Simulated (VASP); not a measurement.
Here is a VASP 6.6.1 calculation.

File INCAR:

```
SYSTEM = Ti
  PREC = Accurate
  ENCUT = 520
  EDIFF = 1E-7
  ISMEAR = 0
  SIGMA = 0.15
  LREAL = .FALSE.
  LASPH = .TRUE.
  NELM = 80
  ALGO = Fast
  ISIF = 2
  LWAVE = .FALSE.
  LCHARG = .TRUE.
  GGA = PE
  LELF = .TRUE.
  LVHAR = .TRUE.
  NBANDS = 12
```

File KPOINTS:

```
Automatic mesh
0
G
  20 20 20
  0 0 0
```

The input POSCAR:

```
Ti
1.0
   -1.7470044324      1.7470044324      1.7903804682
    1.7470044324     -1.7470044324      1.7903804682
    1.5082327826      1.5082327826     -1.7903804682
Ti
1
Direct
    0.0000000000      0.0000000000      0.0000000000
```

Potentials or basis: VASP PAW PBE potentials, release 64 (Ti_sv).

Launch:

```sh
$ cat potpaw_PBE.64/Ti_sv/POTCAR > POTCAR
$ mpirun -np 1 vasp_std > vasp.out
```

Q: What does it give for the pressure?

A: -8.2 GPa.

Q: Estimate the band gap on the k mesh.

A: Zero (bands 6 and 7 overlap by 1.26 eV).

Stress tensor (GPa, compression positive):
```
-9.39  3.49  0.00
 3.49 -9.39  0.00
 0.00  0.00 -5.80
```

Caveat: the cell differs from its parent crystal (engineering shear strain xy -0.1467, normal strain along z +0.1000); the cell stands under tension.
